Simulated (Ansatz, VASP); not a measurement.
## One calculation of CoO, two programs

```
Co O
1.0
     0.00000    2.13150    2.13150
     2.13150    0.00000    2.13150
     2.13150    2.13150    0.00000
Co O
1 1
Direct
  0.00000 0.00000 0.00000
  0.50000 0.50000 0.50000
```

Alike in both runs: task single point; functional PBE; k mesh 11 × 11 × 11; occupations gaussian, width 0.017 eV; collinear spin.

|  | VASP | Ansatz |
| --- | --- | --- |
| version | VASP 6.6.1 | Ansatz 0.2.0 |
| potentials or method | VASP PAW PBE potentials, release 64 (Co, O) | Ansatz PAW |
| plane-wave cutoff (eV) | 520 | 420 |
| valence electrons in the cell | 15 | 23 |

VASP gave:

| Quantity | Value |
| --- | --- |
| gap on the k mesh at the Fermi level (eV) | none |
| pressure (GPa) | -2.4 |
| net moment per atom (μB) | 1.46 |
| size of the moment on the site where the two differ most (μB) | 2.57 |

Question: Which values does Ansatz return?

Answer: gap on the k mesh at the Fermi level (eV): none; pressure (GPa): -1.6; net moment per atom (μB): 1.49; size of the moment on the site where the two differ most (μB): 2.53.

Site moments also hang on the region over which each program counts them. A gap of «none» marks a metal or a gap that the smearing closes. VASP's potentials hold 15 valence electrons a cell and Ansatz's 23, so a difference there can come from the potentials and not from the codes.
